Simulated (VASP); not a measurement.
Crystal: Cd.

```
CELL_PARAMETERS angstrom
0.00000 2.09387 2.09387
2.09387 0.00000 2.09387
2.09387 2.09387 0.00000
ATOMIC_POSITIONS crystal
Cd 0.00000 0.00000 0.00000
```

This cell differs from its parent crystal: volume scaled by 0.92.

Base run:

* Program: VASP 6.6.1
* Functional: LDA
* Potentials or basis: VASP PAW LDA potentials, release 64 (Cd_sv_GW)
* Cutoff: 540 eV
* k mesh: 14 × 14 × 14
* Occupations: fermi-dirac, width 0.1 eV
* Spin: no spin polarisation

Its results: band gap on the k mesh zero (band 10 reaches 9.44 eV, above the bottom of band 11 at 7.02 eV); pressure 5.1 GPa.

Question: The run is repeated on the same cell with these changes: potentials or basis from VASP PAW LDA potentials, release 64 (Cd_sv_GW) to VASP PAW LDA potentials, release 64 (Cd); cutoff from 540 eV to 520 eV; further incar settings from ALGO = Normal; EDIFF = 1e-06; NBANDS = 16 to ALGO = Normal; EDIFF = 1e-06; NBANDS = 12; valence electrons from 20 to 12. What comes out?

Answer: Band gap on the k mesh zero (band 6 reaches 5.40 eV, above the bottom of band 7 at 2.97 eV); pressure 8.4 GPa.
